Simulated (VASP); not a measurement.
# CsCl (Pm-3m) in VASP: a series of runs, part 2 of 2

VASP 6.6.1. The steps go on from the part before.

### Step 3. Single point, r2SCAN

This run uses another cell than the first one, of 35.40 Å³/atom.

Contents of POSCAR:

```
CsCl
1.0
    4.1368327747      0.0000000000      0.0000000000
    0.0000000000      4.1368327747      0.0000000000
    0.0000000000      0.0000000000      4.1368327747
Cs Cl
1 1
Direct
    0.0000000000      0.0000000000      0.0000000000
    0.5000000000      0.5000000000      0.5000000000
```

Contents of INCAR.step1:

```
ALGO = Normal ; EDIFF = 1E-5
ENCUT = 550 ; GGA = PE
GGA_COMPAT = False ; ISMEAR = -1
LASPH = True ; LCHARG = False
LREAL = False ; LWAVE = True
NBANDS = 15 ; NELM = 120
PREC = Accurate ; SIGMA = 0.02
```

Contents of INCAR.step2:

```
ALGO = Normal ; EDIFF = 1E-6
ENCUT = 550 ; GGA_COMPAT = False
ISIF = 2 ; ISMEAR = -1
ISTART = 1 ; LASPH = True
LCHARG = False ; LMIXTAU = True
LREAL = False ; LWAVE = False
METAGGA = R2SCAN ; NBANDS = 15
NELM = 120 ; PREC = Accurate
SIGMA = 0.02
```

Contents of KPOINTS:

```
k-points
0
Gamma
  6 6 6
```

Potentials or basis: VASP PAW PBE potentials, release 64 (Cs_sv, Cl).

Started as:

```sh
cat potpaw_PBE.64/Cs_sv/POTCAR potpaw_PBE.64/Cl/POTCAR > POTCAR
cp INCAR.step1 INCAR
mpirun -np 1 vasp_std > vasp.out
cp INCAR.step2 INCAR
mpirun -np 1 vasp_std > vasp.out
```

OUTCAR:

```text
EDIFF = 1E-6
   ENCUT = 550
   ISIF = 2
   ISMEAR = -1
   ISTART = 1
   LASPH = True
   LREAL = False
   METAGGA = R2SCAN
   NELM = 120
   PREC = Accurate

 ion  position               nearest neighbor table
   1  0.000  0.000  0.000-
   2  0.500  0.500  0.500-

  LATTYP: Found a simple cubic cell.
 ALAT       =     4.1368327747

  Lattice vectors:

 A1 = (   4.1368327747,   0.0000000000,   0.0000000000)
 A2 = (   0.0000000000,   4.1368327747,   0.0000000000)
 A3 = (   0.0000000000,   0.0000000000,   4.1368327747)

Analysis of symmetry for initial positions (statically):
=====================================================================
 Subroutine PRICEL returns:
 Original cell was already a primitive cell.

 Routine SETGRP: Setting up the symmetry group for a
 simple cubic supercell.

 Subroutine GETGRP returns: Found 48 space group operations
 (whereof 48 operations were pure point group operations)
 out of a pool of 48 trial point group operations.

The static configuration has the point symmetry O_h .

Analysis of symmetry for dynamics (positions and initial velocities):
[... 165 lines left out ...]
      3      -6.7573      2.00000
      4      -6.7573      2.00000
      5      -6.7573      2.00000
      6      -0.7411      2.00000
      7      -0.7411      2.00000
      8      -0.7411      2.00000
      9       5.1662      0.00000
     10       5.1662      0.00000
     11       5.2671      0.00000
     12       9.9695      0.00000
     13       9.9695      0.00000
     14       9.9695      0.00000
[... 329 lines left out ...]
      2     -13.2929      2.00000
      3      -7.2834      2.00000
      4      -7.2834      2.00000
      5      -7.2834      2.00000
      6      -1.8164      2.00000
      7      -1.8164      2.00000
      8      -1.8164      2.00000
      9       8.3958      0.00000
     10       8.3958      0.00000
     11       8.3958      0.00000
     12      10.5160      0.00000
     13      10.5160      0.00000
     14      10.5160      0.00000
     15      12.2946      0.00000

------------------------ aborting loop because EDIFF is reached ----------------------------------------

  FORCE on cell =-STRESS in cart. coord.  units (eV):
  Direction    XX          YY          ZZ          XY          YZ          ZX
  --------------------------------------------------------------------------------------
  -------------------------------------------------------------------------------------
  Total        0.0379938      0.0379938      0.0379938      0.0000000     -0.0000000      0.0000000
  in kB        0.8598431      0.8598431      0.8598431      0.0000000     -0.0000000      0.0000000
  external PRESSURE =       0.8598431 kB  Pullay stress =       0.0000000 kB

 VOLUME and BASIS-vectors are now :
 -----------------------------------------------------------------------------
  energy-cutoff  :      550.00
  volume of cell :       70.80
      direct lattice vectors                 reciprocal lattice vectors
     4.136832775  0.000000000  0.000000000     0.241730825  0.000000000  0.000000000
     0.000000000  4.136832775  0.000000000     0.000000000  0.241730825  0.000000000
     0.000000000  0.000000000  4.136832775     0.000000000  0.000000000  0.241730825

 POSITION                                       TOTAL-FORCE (eV/Angst)
 -----------------------------------------------------------------------------------
      0.00000      0.00000      0.00000         0.000000      0.000000      0.000000
      2.06842      2.06842      2.06842         0.000000      0.000000      0.000000
 -----------------------------------------------------------------------------------
    total drift:                                0.000000      0.000000     -0.000000

  FREE ENERGIE OF THE ION-ELECTRON SYSTEM (eV)
  ---------------------------------------------------
  free  energy   TOTEN  =       -35.5250712498 eV

  energy  without entropy=      -35.5250712498  energy(sigma->0) =      -35.52507125
```

OUTCAR.step1:

```text
EDIFF = 1E-5
   ENCUT = 550
   GGA = PE
   ISMEAR = -1
   LASPH = True
[... 574 lines left out ...]
      0.00000      0.00000      0.00000         0.000000      0.000000      0.000000
      2.06842      2.06842      2.06842         0.000000      0.000000      0.000000
 -----------------------------------------------------------------------------------
    total drift:                                0.000000      0.000000     -0.000000

  FREE ENERGIE OF THE ION-ELECTRON SYSTEM (eV)
  ---------------------------------------------------
  free  energy   TOTEN  =        -6.5313815775 eV

  energy  without entropy=       -6.5313815775  energy(sigma->0) =       -6.53138158
```

OSZICAR.step1:

```text
N       E                     dE             d eps       ncg     rms          rms(c)
DAV:   1     0.913948866039E+02    0.91395E+02   -0.71653E+03   600   0.972E+02
DAV:   2    -0.497504047411E-01   -0.91445E+02   -0.83733E+02   863   0.164E+02
DAV:   3    -0.688775716338E+01   -0.68380E+01   -0.68053E+01   768   0.481E+01
DAV:   4    -0.694897802751E+01   -0.61221E-01   -0.61205E-01   747   0.562E+00
DAV:   5    -0.694969434446E+01   -0.71632E-03   -0.71631E-03   803   0.612E-01    0.233E+00
DAV:   6    -0.657524688879E+01    0.37445E+00   -0.42475E-01   754   0.368E+00    0.167E+00
DAV:   7    -0.653049891098E+01    0.44748E-01   -0.14660E-01   782   0.204E+00    0.111E+00
DAV:   8    -0.653150679719E+01   -0.10079E-02   -0.18285E-02   733   0.850E-01    0.215E-01
DAV:   9    -0.653114662601E+01    0.36017E-03   -0.24561E-03   754   0.266E-01    0.103E-01
DAV:  10    -0.653137249603E+01   -0.22587E-03   -0.34363E-04   670   0.132E-01    0.130E-02
DAV:  11    -0.653138157755E+01   -0.90815E-05   -0.19746E-05   765   0.304E-02
   1 F= -.65313816E+01 E0= -.65313816E+01  d E =-.272644E-10
```

It took 90 s on 1 thread of Intel Xeon 8259CL, shared host; peak memory 0.19 GiB.

What came out:

```yaml
Free_energy: -35.5251 eV
Pressure: 0.1 GPa
Band_gap_on_the_k_mesh: 5.91 eV
```

Caveat: the PAW data sets were made with another functional, which shifts forces and pressure a little; spin-orbit coupling is left out, which moves the levels of the heavy elements.

### Step 4. Single point, r2SCAN

This run uses another cell than the first one, of 35.40 Å³/atom.

POSCAR is that of step 3.

Contents of INCAR.step1:

```
SYSTEM = CsCl
PREC = Accurate ; ENCUT = 550
ISMEAR = 0 ; SIGMA = 0.01
LREAL = .False. ; LASPH = .True.
NELM = 120 ; NBANDS = 15
GGA = PE ; ALGO = Normal
EDIFF = 1E-5 ; LWAVE = .True.
LCHARG = .False. ; GGA_COMPAT = .False.
```

Contents of INCAR.step2:

```
SYSTEM = CsCl
PREC = Accurate ; ENCUT = 550
EDIFF = 1E-6 ; ISMEAR = 0
SIGMA = 0.01 ; LREAL = .False.
LASPH = .True. ; NELM = 120
ALGO = Normal ; ISIF = 2
LWAVE = .False. ; LCHARG = .False.
METAGGA = R2SCAN ; LMIXTAU = .True.
NBANDS = 15 ; ISTART = 1
GGA_COMPAT = .False.
```

Contents of KPOINTS:

```
Automatic mesh
0
Gamma
  6 6 6
  0 0 0
```

Started as:

```sh
cat potpaw_PBE.64/Cs_sv/POTCAR potpaw_PBE.64/Cl/POTCAR > POTCAR
cp INCAR.step1 INCAR
mpirun -np 1 vasp_std > vasp.out
cp INCAR.step2 INCAR
mpirun -np 1 vasp_std > vasp.out
```

Wall time 86 s (1 thread of Intel Xeon 8259CL, shared host); peak memory 0.19 GiB.

Results (log left out):

- Free energy: -35.5251 eV
- Pressure: 0.1 GPa
- Band gap on the k mesh: 5.91 eV

Levels at points of the mesh, in eV from the valence-band top:
```tsv
k point	band 4	band 5	band 6	band 7	band 8	band 9	band 10	band 11	band 12	band 13
(0.00, 0.00, 0.00)	-6.02	-6.02	0.00	0.00	0.00	5.91	5.91	6.01	10.71	10.71
(0.50, 0.00, 0.00)	-5.88	-5.88	-1.13	-0.23	-0.23	6.94	8.26	9.59	9.89	10.17
(0.50, 0.50, 0.00)	-6.78	-5.79	-0.43	-0.43	-0.06	6.55	6.64	8.62	8.62	12.77
(0.50, 0.50, 0.50)	-6.54	-6.54	-1.08	-1.08	-1.08	9.14	9.14	9.14	11.26	11.26
```

Caveat: the PAW data sets were made with another functional, which shifts forces and pressure a little; spin-orbit coupling is left out, which moves the levels of the heavy elements.

### Step 5. Relaxation of cell and atoms, PBE

This run uses another cell than the first one, of 35.57 Å³/atom.

Contents of INCAR:

```
ALGO = Normal ; EDIFF = 1E-7
EDIFFG = -0.005 ; ENCUT = 500
GGA = PE ; GGA_COMPAT = False
IBRION = 2 ; ISIF = 3
ISMEAR = -1 ; LASPH = True
LCHARG = False ; LREAL = False
LWAVE = False ; NELM = 120
NELMIN = 4 ; NSW = 80
PREC = Accurate ; SIGMA = 0.02
```

Contents of KPOINTS:

```
k-points
0
Gamma
  6 6 6
```

Contents of POSCAR:

```
CsCl
1.0
    4.1436983400      0.0000000000      0.0000000000
    0.0000000000      4.1436983400      0.0000000000
    0.0000000000      0.0000000000      4.1436983400
Cs Cl
1 1
Direct
    0.0000000000      0.0000000000      0.0000000000
    0.5000000000      0.5000000000      0.5000000000
```

Started as:

```sh
cat potpaw_PBE.64/Cs_sv/POTCAR potpaw_PBE.64/Cl/POTCAR > POTCAR
mpirun -np 1 vasp_std > vasp.out
```

Run time: 66 s. Hardware: 1 thread of Intel Xeon 8259CL, shared host; peak memory 0.17 GiB.

It converged, with:

```yaml
Free_energy: -6.5403 eV
Relaxed_volume: 37.23 Å³/atom
Relaxed_cell: a = 4.207 Å, b = 4.207 Å, c = 4.207 Å, α = 90.00°, β = 90.00°, γ = 90.00°
Space_group_after_relaxing_to_0.1_Å: Pm-3m (No. 221)
Energy_gained_by_relaxing: 3.6 meV/atom
Ionic_steps: 4
Pressure_after_relaxing: 0.0 GPa
Band_gap_on_the_k_mesh: 5.00 eV
```

The path:
| step | energy change (eV) | largest force (eV/Å) | pressure (GPa) | volume (Å³) |
| --- | --- | --- | --- | --- |
| 1 | 0.0000 | 0.0000 | 0.74 | 71.15 |
| 2 | -0.0057 | 0.0000 | 0.33 | 72.86 |
| 3 | -0.0072 | 0.0000 | -0.04 | 74.63 |
| 4 | -0.0073 | 0.0000 | 0.00 | 74.45 |

Final structure:
```xyz
2
Lattice="4.2069 0.0000 0.0000 0.0000 4.2069 0.0000 0.0000 0.0000 4.2069" Properties=species:S:1:pos:R:3 pbc="T T T"
Cs    0.0000    0.0000    0.0000
Cl    2.1034    2.1034    2.1034
```

Levels at points of the mesh, in eV from the valence-band top:
```csv
k point,band 6,band 7,band 8,band 9,band 10,band 11
"(0.00, 0.00, 0.00)",0.00,0.00,0.00,5.00,5.44,5.44
"(0.50, 0.00, 0.00)",-1.05,-0.19,-0.19,6.38,7.32,8.50
"(0.50, 0.50, 0.00)",-0.41,-0.41,-0.03,5.89,5.97,7.90
"(0.50, 0.50, 0.50)",-0.95,-0.95,-0.95,8.23,8.23,8.23
```

Caveat: spin-orbit coupling is left out, which moves the levels of the heavy elements.

### Step 6. Overview

```csv
task,level,cell,cutoff (eV),smearing,gap on the mesh (eV),pressure (GPa)
single point,PBE,"a = 4.203 Å, 2 atoms",500,fermi-dirac 0.02 eV,5.01,0.0
single point,r2SCAN,"a = 4.137 Å, 2 atoms",550,fermi-dirac 0.02 eV,5.91,0.1
single point,r2SCAN,"a = 4.137 Å, 2 atoms",550,gaussian 0.01 eV,5.91,0.1
relaxation of cell and atoms,PBE,"relaxed from a = 4.144 Å, 2 atoms",500,fermi-dirac 0.02 eV,5.00,0.0
```

Alike in all rows: potentials or basis VASP PAW PBE potentials, release 64 (Cs_sv, Cl); no spin polarisation; k mesh 6 × 6 × 6.

Caveats: spin-orbit coupling is left out, which moves the levels of the heavy elements; the PAW data sets were made with another functional, which shifts forces and pressure a little (at least some runs).

Total energies depend on the potentials used, so only differences within one code and one set of settings carry meaning.
